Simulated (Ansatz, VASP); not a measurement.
## MgO: VASP beside Ansatz

```
CELL_PARAMETERS angstrom
3.30347 0.00000 0.00000
-1.65173 2.86089 0.00000
0.00000 0.00000 10.03878
ATOMIC_POSITIONS crystal
Mg 0.20983 0.66667 0.99040
Mg 0.45684 0.66667 0.51325
Mg 0.59609 0.33333 0.24744
Mg 0.73724 0.33333 0.75622
O 0.25882 0.66667 0.19009
O 0.40785 0.66667 0.71086
O 0.78235 0.33333 0.45525
O 0.55099 0.33333 0.94570
```

Change from the starting cell: mode 4 frozen in at -0.408 Å and mode 10 at -0.115 Å (largest displacements).

Alike in both runs: task single point; functional PBEsol; k mesh 9 × 9 × 4; occupations gaussian, width 0.05 eV; no spin polarisation.

|  | VASP | Ansatz |
| --- | --- | --- |
| version | VASP 6.6.1 | Ansatz 0.2.0 |
| potentials or method | VASP PAW PBE potentials, release 64 (Mg, O), cutoff 600 eV | scalar-relativistic, plane waves, PAW |
| valence electrons in the cell | 32 | 64 |

Ansatz gave:

| Property | Result |
| --- | --- |
| gap on the k mesh at the Fermi level (eV) | 2.90 |
| least direct gap on the mesh (eV) | 2.90 |
| pressure (GPa) | -0.4 |
| traceless stress, the component that is largest in VASP (GPa) | -2.90 |
| rms of the force components (eV/Å) | 0.395 |

Q: What did VASP give for the same quantities?

A: gap on the k mesh at the Fermi level (eV): 2.90; least direct gap on the mesh (eV): 2.90; pressure (GPa): -0.8; traceless stress, the component that is largest in VASP (GPa): -2.95; rms of the force components (eV/Å): 0.401.

VASP's potentials were made for PBE, not for PBEsol, and Ansatz warns of the same on its side. Atom by atom the forces differ by 0.007 eV/Å (rms over components). VASP's potentials hold 32 valence electrons a cell and Ansatz's 64, so a difference there can come from the potentials and not from the codes.
